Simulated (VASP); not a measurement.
Runs of VASP 6.6.1 on SrTe. The structure is that of space group Fm-3m (No. 225), or close to it. The cells are those of the table. 

| level | cell | cutoff (eV) | gap on the mesh (eV) | pressure (GPa) |
| --- | --- | --- | --- | --- |
| PBE | a = 4.796 Å, angles 60.0°, 2 atoms | 500 | 1.83 | -0.8 |
| r2SCAN | a = 4.788 Å, angles 60.0°, 2 atoms | 550 | (a) | -0.9 |
| r2SCAN | a = 4.694 Å, angles 60.0°, 2 atoms | 550 | (c) | 1.3 |
| PBE | a = 4.652 Å, angles 60.0°, 2 atoms | 500 | 1.59 | 2.4 |
| r2SCAN | a = 4.742 Å, angles 60.0°, 2 atoms | 550 | 2.14 | 0.1 |
| PBE | a = 4.842 Å, angles 60.0°, 2 atoms | 500 | (b) | (d) |
| PBE | a = 4.701 Å, angles 60.0°, 2 atoms | 500 | 1.68 | 1.2 |

Alike in all rows: task single point; potentials or basis VASP PAW PBE potentials, release 64 (Sr_sv, Te); no spin polarisation; k mesh 6 × 6 × 6; smearing gaussian 0.01 eV.

**Question.** Estimate the missing entries.

**Answer.** (a) 2.21; (b) 1.89; (c) 2.07; (d) -1.6.

Caveats: spin-orbit coupling is left out, which moves the levels of the heavy elements; the PAW data sets were made with another functional, which shifts forces and pressure a little (some runs).

A k mesh can miss the band edges, and the runs leave out spin-orbit coupling on Sr, Te.
